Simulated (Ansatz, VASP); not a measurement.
**TaN in VASP and in Ansatz**

INCAR

```
ALGO = Normal ; EDIFF = 1E-6
ENCUT = 520 ; GGA = RP
GGA_COMPAT = False ; ISIF = 2
ISMEAR = 0 ; IVDW = 12
LASPH = True ; LCHARG = False
LDAU = True ; LDAUJ = 0 0
LDAUL = 2 -1 ; LDAUPRINT = 1
LDAUTYPE = 2 ; LDAUU = 3 0
LMAXMIX = 4 ; LORBIT = 11
LORBMOM = True ; LREAL = False
LSORBIT = True ; LWAVE = False
MAGMOM = 0 0 0 0 0 0 ; NBANDS = 28
NELM = 150 ; PREC = Accurate
SIGMA = 0.05
```

Contents of KPOINTS:

```
k-points
0
Gamma
  8 8 7
```

File POSCAR:

```
TaN
1.0
    2.8982924298      0.0000000000      0.0000000000
   -1.4491462149      2.5099948717      0.0000000000
    0.0000000000      0.0000000000      2.8440357641
Ta N
1 1
Direct
    0.0000000000      0.0000000000      0.5000000000
    0.6666666667      0.3333333333      0.0000000000
```

File input.yaml:

```yaml
crystal:
  lattice:
    - [2.8982924298, 0.0, 0.0]
    - [-1.4491462149, 2.5099948717, 0.0]
    - [0.0, 0.0, 2.8440357641]
  atoms:
    - { symbol: Ta, position: [0.0, 0.0, 0.5] }
    - { symbol: "N", position: [0.6666666667, 0.3333333333, 0.0] }
kpoints:
  mp_grid: { grid: [8, 8, 7] }
scf:
  occupations: { method: gaussian, width: 0.05 }
hamiltonian:
  xc: rpbe
  dispersion: d3bj
  pseudopotentials: { kind: all_electron, lapw: { basis_error: 0.001 } }
  hubbard:
    sites: [{ species: Ta, l: d, u_eff: 3 }]
    double_counting: fll
    projectors: ortho-atomic
magnetization:
  noncollinear: true
  spin_orbit: true
output:
  forces: true
  stress: true
  eigenvalues: true
  hubbard: {}
```

Change from the starting cell: volume scaled by 0.96.

Alike in both runs: task single point; functional RPBE; dispersion D3(BJ); k mesh 8 × 8 × 7; occupations gaussian, width 0.05 eV; non-collinear spin, spin-orbit coupling; Hubbard terms Ta d U = 3.0 eV.

|  | VASP | Ansatz |
| --- | --- | --- |
| version | VASP 6.6.1 | Ansatz 0.2.0 |
| potentials or method | VASP PAW PBE potentials, release 64 (Ta_pv, N), cutoff 520 eV | all-electron LAPW, relativistic spinors |

```tsv
	VASP	Ansatz	Ansatz less VASP
pressure (GPa)	-8.6	-17.7	-9.14
traceless stress, the component that is largest in VASP (GPa)	2.41	0.79	-1.612
net moment per atom (μB)	0.00	0.00	0.000
```

VASP's potentials were made for PBE, not for RPBE. The programs project onto different local orbitals, so the same U acts differently, and such runs can settle in different states. Ansatz ran all-electron here, and VASP with PAW potentials.

Noted on Ansatz's run: U is the effective U less J, on atomic orbitals that reach past the spheres.
